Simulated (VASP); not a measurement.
# Ir (Fm-3m) in VASP: notebook

Runs on Ir. Level: PBEsol. Tasks: relaxation of cell and atoms.

Everything below comes from runs of VASP 6.6.1. Logs are shortened: lines on timing, memory, paths and dates and some standing lists are left out, and cuts for length are marked.

## Step 1: The cell of the first run

It takes space group Fm-3m (No. 225, cubic). Conventional cell: a = 3.830 Å, b = 3.830 Å, c = 3.830 Å, α = 90.00°, β = 90.00°, γ = 90.00°. Within 3.6 Å of Ir (site symmetry m-3m) lie 12 Ir at 2.71 Å.

## Step 2: Relaxation of cell and atoms, PBEsol, target pressure 1 GPa, at which the enthalpy is minimised

INCAR

```
SYSTEM = Ir
PREC = Accurate
ENCUT = 600
EDIFF = 1E-6
ISMEAR = -1
SIGMA = 0.05
LREAL = .False.
LASPH = .True.
NELM = 100
ALGO = Normal
ISIF = 3
LWAVE = .False.
LCHARG = .False.
GGA = PS
IBRION = 2
NSW = 100
EDIFFG = -0.002
PSTRESS = 10.0
```

KPOINTS

```
regular mesh
0
Gamma
  24 24 24
  0 0 0
```

POSCAR

```
Ir
1.0
    0.0000000000      1.9152318222      1.9152318222
    1.9152318222      0.0000000000      1.9152318222
    1.9152318222      1.9152318222      0.0000000000
Ir
1
Direct
    0.0000000000      0.0000000000      0.0000000000
```

Potentials or basis: VASP PAW PBE potentials, release 64 (Ir).

On the command line:

```sh
$ cat potpaw_PBE.64/Ir/POTCAR > POTCAR
$ mpirun -np 1 vasp_std > vasp.out
```

OUTCAR:

```text
SYSTEM = Ir
   PREC = Accurate
   ENCUT = 600
   EDIFF = 1E-6
   ISMEAR = -1
   LREAL = .False.
   LASPH = .True.
   NELM = 100
   ISIF = 3
   GGA = PS
   IBRION = 2
   NSW = 100
   EDIFFG = -0.002
   PSTRESS = 10.0

 ion  position               nearest neighbor table
   1  0.000  0.000  0.000-

  LATTYP: Found a face centered cubic cell.
 ALAT       =     3.8304636444

  Lattice vectors:

 A1 = (   0.0000000000,   1.9152318222,   1.9152318222)
 A2 = (   1.9152318222,   0.0000000000,   1.9152318222)
 A3 = (   1.9152318222,   1.9152318222,   0.0000000000)

Analysis of symmetry for initial positions (statically):
=====================================================================
 Subroutine PRICEL returns:
 Original cell was already a primitive cell.

 Routine SETGRP: Setting up the symmetry group for a
 face centered cubic supercell.

 Subroutine GETGRP returns: Found 48 space group operations
 (whereof 48 operations were pure point group operations)
 out of a pool of 48 trial point group operations.

The static configuration has the point symmetry O_h .

Analysis of symmetry for dynamics (positions and initial velocities):
=====================================================================
 Subroutine PRICEL returns:
 Original cell was already a primitive cell.

 Routine SETGRP: Setting up the symmetry group for a
 face centered cubic supercell.

 Subroutine GETGRP returns: Found 48 space group operations
 (whereof 48 operations were pure point group operations)
 out of a pool of 48 trial point group operations.

The dynamic configuration has the point symmetry O_h .

 Subroutine INISYM returns: Found 48 space group operations
 (whereof 48 operations are pure point group operations),
 and found     1 'primitive' translations

----------------------------------------------------------------------------------------

                                     Primitive cell

  volume of cell :      14.0506

  direct lattice vectors                    reciprocal lattice vectors
     0.000000000  1.915231822  1.915231822    -0.261065002  0.261065002  0.261065002
     1.915231822  0.000000000  1.915231822     0.261065002 -0.261065002  0.261065002
     1.915231822  1.915231822  0.000000000     0.261065002  0.261065002 -0.261065002

  length of vectors
     2.708546818  2.708546818  2.708546818     0.452177848  0.452177848  0.452177848

  position of ions in fractional coordinates (direct lattice)
     0.000000000  0.000000000  0.000000000

  ion indices of the primitive-cell ions
   primitive index   ion index
                 1           1

----------------------------------------------------------------------------------------

 KPOINTS: regular mesh

Automatic generation of k-mesh.
 Grid dimensions read from file:
 generate k-points for:   24   24   24

 Generating k-lattice:

  Cartesian coordinates                     Fractional coordinates (reciprocal lattice)
    -0.010877708  0.010877708  0.010877708     0.041666667  0.000000000  0.000000000
     0.010877708 -0.010877708  0.010877708     0.000000000  0.041666667  0.000000000
     0.010877708  0.010877708 -0.010877708     0.000000000  0.000000000  0.041666667

  Length of vectors
     0.018840744  0.018840744  0.018840744

  Shift w.r.t. Gamma in fractional coordinates (k-lattice)
     0.000000000  0.000000000  0.000000000

 Subroutine IBZKPT returns following result:
 ===========================================

 Found    413 irreducible k-points:

 Following reciprocal coordinates:
            Coordinates               Weight
  0.000000  0.000000  0.000000      1.000000
  0.041667  0.000000  0.000000      8.000000
  0.083333  0.000000  0.000000      8.000000
  0.125000  0.000000  0.000000      8.000000
  0.166667  0.000000  0.000000      8.000000
  0.208333  0.000000  0.000000      8.000000
[... 16 lines left out ...]
  0.416667  0.041667  0.000000     24.000000
  0.458333  0.041667  0.000000     24.000000
 [... further k-points ...]
   k-points           NKPTS =    413   k-points in BZ     NKDIM =    413   number of bands    NBANDS=      8
   number of dos      NEDOS =    301   number of ions     NIONS =      1
   total plane-waves  NPLWV =  13824
   dimension x,y,z NGX =    24 NGY =   24 NGZ =   24
   dimension x,y,z NGXF=    48 NGYF=   48 NGZF=   48
   ions per type =               1
   NGX,Y,Z   is equivalent  to a cutoff of  14.73, 14.73, 14.73 a.u.
   NGXF,Y,Z  is equivalent  to a cutoff of  29.46, 29.46, 29.46 a.u.
 SYSTEM =  Ir
   PREC   = accura    normal or accurate (medium, high low for compatibility)
   ISTART =      0    job   : 0-new  1-cont  2-samecut
   ICHARG =      2    charge: 1-file 2-atom 10-const
   ISPIN  =      1    spin polarized calculation?
   LNONCOLLINEAR =      F non collinear calculations
   LSORBIT =      F    spin-orbit coupling
   LASPH  =      T    aspherical Exc in radial PAW
   ENCUT  =  600.0 eV  44.10 Ry    6.64 a.u.   5.41  5.41  5.41*2*pi/ulx,y,z
   NELM   =    100;   NELMIN=  2; NELMDL= -5     # of ELM steps
   EDIFF  = 0.1E-05   stopping-criterion for ELM
   LREAL  =      F    real-space projection
   EDIFFG = -.2E-02   stopping-criterion for IOM
   NSW    =    100    number of steps for IOM
   IBRION =      2    ionic relax: 0-MD 1-quasi-New 2-CG
   NFREE  =      1    steps in history (QN), initial steepest desc. (CG)
   ISIF   =      3    stress and relaxation
   ISYM   =      2    0-nonsym 1-usesym 2-fastsym
   POTIM  = 0.5000    time-step for ionic-motion
   TEBEG  =    0.0;   TEEND  =   0.0 temperature during run
   PSTRESS=   10.0 pullay stress
   NELECT =       9.0000    total number of electrons
   NUPDOWN=      -1.0000    fix difference up-down
   EMIN   =  10.00;   EMAX   =-10.00  energy-range for DOS
   EFERMI =   0.00;   METHOD = LEGACY
   ISMEAR =    -1;   SIGMA  =   0.05  broadening in eV -4-tet -1-fermi 0-gaus
   EFERMI_NEDOS =   21; number of points for ismear=-14 and -15
   IALGO  =     38    algorithm
   IMIX   =      4    mixing-type and parameters
     AMIX     =   0.40;   BMIX     =  1.00
     AMIX_MAG =   1.60;   BMIX_MAG =  1.00
  volume/ion in A,a.u.               =      14.05        94.82
  Fermi-wavevector in a.u.,A,eV,Ry     =   1.411208  2.666796 27.096106  1.991508
  Thomas-Fermi vector in A             =   2.533083
   LORBIT       =      0    0 simple, 1 ext, 2 COOP (PROOUT), +10 PAW based schemes
   GGA     = PS    functional components
   LHFCALC =     F    Hartree Fock is set to
   AEXX    =    0.0000 exact exchange contribution
   IVDW    =     0    specifies the selected vdW correction
   LEPSILON=     F    determine dielectric tensor
   LRPA    =     F    only Hartree local field effects (RPA)
 conjugate gradient relaxation of ions
 non-spin polarized calculation
  energy-cutoff  :      600.00
  volume of cell :       14.05
 maximum number of plane-waves:       495
 NGX is ok and might be reduce to    24
   NGX = 11   NGY = 11   NGZ = 11

--------------------------------------- Ionic step        1  -------------------------------------------

 number of electron       9.0000000 magnetization

 Free energy of the ion-electron system (eV)
  ---------------------------------------------------
  ext. energy  EPLUGINS =         0.00000000
  ---------------------------------------------------
  free energy    TOTEN  =        -9.82272242 eV

  energy without entropy =       -9.81513087  energy(sigma->0) =       -9.81892665

------------------------ aborting loop because EDIFF is reached ----------------------------------------

  FORCE on cell =-STRESS in cart. coord.  units (eV):
  Direction    XX          YY          ZZ          XY          YZ          ZX
  --------------------------------------------------------------------------------------
  -------------------------------------------------------------------------------------
  Total        0.0941128      0.0941128      0.0941128      0.0000000     -0.0000000      0.0000000
  in kB       10.7316203     10.7316203     10.7316203      0.0000000     -0.0000000      0.0000000
  external PRESSURE =       0.7316203 kB  Pullay stress =      10.0000000 kB
[... 59 lines left out ...]
  enthalpy is  TOTEN    =        -9.7350159312 eV   P V=        0.0877782013

--------------------------------------- Ionic step        3  -------------------------------------------

 number of electron       9.0000000 magnetization

 Free energy of the ion-electron system (eV)
  ---------------------------------------------------
  ext. energy  EPLUGINS =         0.00000000
  ---------------------------------------------------
  free energy    TOTEN  =        -9.82273970 eV

  energy without entropy =       -9.81514563  energy(sigma->0) =       -9.81894266

 E-fermi :  10.3656     XC(G=0): -14.1404

 val. band max:       10.3643648841   @ k =   0.4167   0.0833   0.0417
 cond. band min:      10.3683445116   @ k =   0.5000   0.4583   0.0417
 fundamental gap:      0.0039796276
 Fermi energy:        10.3656420057

 k-point     1 :       0.0000    0.0000    0.0000
  band No.  band energies     occupation
      1      -0.9009      2.00000
      2       6.4199      2.00000
      3       6.4199      2.00000
      4       6.4199      2.00000
      5       9.1646      2.00000
      6       9.1646      2.00000
      7      24.6676      0.00000
      8      30.2811      0.00000
[... 243 lines left out ...]
 k-point    24 :       0.4583    0.0417    0.0000
  band No.  band energies     occupation
      1       2.2197      2.00000
      2       6.2896      2.00000
      3       6.4280      2.00000
      4       8.7316      2.00000
      5      11.2257      0.00000
      6      11.3350      0.00000
      7      18.2937      0.00000
      8      24.5087      0.00000

 [... further k-points ...]

------------------------ aborting loop because EDIFF is reached ----------------------------------------

  FORCE on cell =-STRESS in cart. coord.  units (eV):
  Direction    XX          YY          ZZ          XY          YZ          ZX
  --------------------------------------------------------------------------------------
  -------------------------------------------------------------------------------------
  Total        0.0868635      0.0868635      0.0868635     -0.0000000     -0.0000000     -0.0000000
  in kB        9.9030812      9.9030812      9.9030812     -0.0000000     -0.0000000     -0.0000000
  external PRESSURE =      -0.0969188 kB  Pullay stress =      10.0000000 kB
[... 16 lines left out ...]
  FREE ENERGIE OF THE ION-ELECTRON SYSTEM (eV)
  ---------------------------------------------------
  free  energy   TOTEN  =        -9.8227396970 eV

  energy  without entropy=       -9.8151456321  energy(sigma->0) =       -9.81894266

  enthalpy is  TOTEN    =        -9.7350261085 eV   P V=        0.0877135885

 reached required accuracy - stopping structural energy minimisation
```

Run time: 68 s. Hardware: 1 thread of Intel Xeon 8259CL, shared host; peak memory 0.2 GiB.

Results:

* Free energy: -9.8227 eV
* Relaxed volume: 14.05 Å³/atom
* Relaxed cell: a = 2.709 Å, b = 2.709 Å, c = 2.709 Å, α = 60.00°, β = 60.00°, γ = 60.00°
* Space group after relaxing (to 0.1 Å): Fm-3m (No. 225)
* Energy change on relaxing (the run minimises the enthalpy): -0.0 meV/atom
* Ionic steps: 3
* Pressure after relaxing: 1.0 GPa
* Band gap on the k mesh: zero (an odd number of electrons rules out a gap without spin polarisation)

Final structure:
```xyz
1
Lattice="0.0000 1.9154 1.9154 1.9154 0.0000 1.9154 1.9154 1.9154 0.0000" Properties=species:S:1:pos:R:3 pbc="T T T"
Ir    0.0000    0.0000    0.0000
```

Levels at points of the mesh, in eV from the Fermi level:
| k point | band 2 | band 3 | band 4 | band 5 | band 6 | band 7 |
| --- | --- | --- | --- | --- | --- | --- |
| (0.00, 0.00, 0.00) | -3.95 | -3.95 | -3.95 | -1.20 | -1.20 | 14.30 |
| (0.50, 0.00, 0.00) | -4.05 | -4.05 | -0.84 | 0.91 | 0.91 | 7.29 |
| (0.50, 0.50, 0.00) | -7.44 | 0.89 | 1.50 | 1.50 | 1.64 | 10.55 |

Caveat: the cell is relaxed towards a set pressure, so the run minimises the enthalpy, not the energy; the PAW data sets were made with another functional, which shifts forces and pressure a little; spin-orbit coupling is left out, which moves the levels of the heavy elements.

## Step 3: Relaxation of cell and atoms, PBEsol, target pressure 2 GPa, at which the enthalpy is minimised

INCAR

```
SYSTEM = Ir
PREC = Accurate ; ENCUT = 600
EDIFF = 1E-6 ; ISMEAR = -1
SIGMA = 0.05 ; LREAL = .FALSE.
LASPH = .TRUE. ; NELM = 100
ALGO = Normal ; ISIF = 3
LWAVE = .FALSE. ; LCHARG = .FALSE.
GGA = PS ; IBRION = 2
NSW = 100 ; EDIFFG = -0.002
PSTRESS = 20.0
```

KPOINTS

```
Automatic mesh
0
G
  24 24 24
  0 0 0
```

POSCAR is that of step 2.

Potentials or basis: VASP PAW PBE potentials, release 64 (Ir).

On the command line:

```sh
$ cat potpaw_PBE.64/Ir/POTCAR > POTCAR
$ mpirun -np 1 vasp_std > vasp.out
```

Run time: 82 s. Hardware: 1 thread of Intel Xeon 8259CL, shared host; peak memory 0.21 GiB.

It converged, with:

```
Free energy                                                : -9.8224 eV
Relaxed volume                                             : 14.02 Å³/atom
Relaxed cell                                               : a = 2.706 Å, b = 2.706 Å, c = 2.706 Å, α = 60.00°, β = 60.00°, γ = 60.00°
Space group after relaxing (to 0.1 Å)                      : Fm-3m (No. 225)
Energy change on relaxing (the run minimises the enthalpy) : +0.3 meV/atom
Ionic steps                                                : 3
Pressure after relaxing                                    : 2.0 GPa
Band gap on the k mesh                                     : zero (an odd number of electrons rules out a gap without spin polarisation)
```

Step by step:
| step | energy change (eV) | largest force (eV/Å) | pressure (GPa) | volume (Å³) |
| --- | --- | --- | --- | --- |
| 1 | 0.0000 | 0.0000 | 1.07 | 14.05 |
| 2 | 0.0035 | 0.0000 | 5.83 | 13.89 |
| 3 | 0.0003 | 0.0000 | 2.02 | 14.02 |

Final structure:
```
CELL_PARAMETERS angstrom
0.00000 1.91375 1.91375
1.91375 0.00000 1.91375
1.91375 1.91375 0.00000
ATOMIC_POSITIONS crystal
Ir 0.00000 0.00000 0.00000
```

Levels at points of the mesh, in eV from the Fermi level:
```csv
k point,band 1,band 2,band 3,band 4,band 5,band 6,band 7,band 8
"(0.00, 0.00, 0.00)",-11.29,-3.96,-3.96,-3.96,-1.21,-1.21,14.30,19.93
"(0.50, 0.00, 0.00)",-8.24,-4.06,-4.06,-0.85,0.92,0.92,7.32,13.83
"(0.50, 0.50, 0.00)",-8.05,-7.47,0.90,1.50,1.50,1.64,10.59,11.70
```

Caveat: the cell is relaxed towards a set pressure, so the run minimises the enthalpy, not the energy; the PAW data sets were made with another functional, which shifts forces and pressure a little; spin-orbit coupling is left out, which moves the levels of the heavy elements.
